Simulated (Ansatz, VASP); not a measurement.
**WS2 in VASP and in Ansatz**

```
W S
1.0
    -3.15421    0.00000    0.00000
    -1.57710   -2.73162    0.00000
     0.00000    0.00000   12.63991
W S
2 4
Direct
  0.33333 0.33333 0.24011
  0.66667 0.66667 0.72033
  0.33333 0.33333 0.59575
  0.66667 0.66667 0.11553
  0.33333 0.33333 0.84491
  0.66667 0.66667 0.36469
```

Alike in both runs: task single point; functional PBE; dispersion D3(BJ); k mesh 10 × 10 × 3; occupations gaussian, width 0.05 eV; no spin polarisation.

|  | VASP | Ansatz |
| --- | --- | --- |
| version | VASP 6.6.1 | Ansatz 0.2.0 |
| potentials or method | VASP PAW PBE potentials, release 64 (W_sv, S), cutoff 520 eV | scalar-relativistic, plane waves, PAW |
| valence electrons in the cell | 52 | 52 |

|  | VASP | Ansatz | Ansatz less VASP |
| --- | --- | --- | --- |
| gap on the k mesh at the Fermi level (eV) | 1.16 | 1.14 | -0.016 |
| least direct gap on the mesh (eV) | 2.18 | 2.18 | -0.003 |
| pressure (GPa) | -0.3 | -0.2 | +0.03 |
| traceless stress, the component that is largest in VASP (GPa) | -0.50 | -0.50 | -0.003 |
| rms of the force components (eV/Å) | 0.042 | 0.041 | -0.0010 |

Atom by atom the forces differ by 0.001 eV/Å (rms over components).

Neither program's run includes spin-orbit coupling.
